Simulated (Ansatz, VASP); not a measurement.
# SiB5C: VASP beside Ansatz

```
Si B C
1.0
     1.90716   -3.78077    0.00000
     1.90716    3.78077    0.00000
     0.00000    0.00000    3.64634
Si B C
1 5 1
Direct
  0.00000 0.00000 0.00000
  0.72188 0.27812 0.00000
  0.27812 0.72188 0.00000
  0.50000 0.50000 0.50000
  0.50000 0.00000 0.50000
  0.00000 0.50000 0.50000
  0.50000 0.50000 0.00000
```

Change from the starting cell: species swapped into the CaNi5H type (Cmmm, No. 65).

Alike in both runs: functional PBE; k mesh 4 × 4 × 5; occupations gaussian, width 0.2 eV; no spin polarisation.

Ansatz relaxed the structure, and its values are those at the end. VASP's run is a single point on that final structure, the one shown.

```csv
,VASP,Ansatz
version,VASP 6.6.1,Ansatz 0.2.0
potentials or method,"VASP PAW PBE potentials, release 64 (Si, B, C), cutoff 600 eV","scalar-relativistic, plane waves, PAW"
valence electrons in the cell,23,23
```

```tsv
	VASP	Ansatz	Ansatz less VASP
gap on the k mesh at the Fermi level (eV)	none	none	-
pressure (GPa)	-0.5	-0.5	+0.04
rms of the force components (eV/Å)	0.015	0.017	+0.0021
```

A gap of «none» marks a metal or a gap that the smearing closes. With one functional, cell and mesh, what is left measures potentials, basis and numerics.

The k mesh is coarse, so the values compare programs but aren't converged.
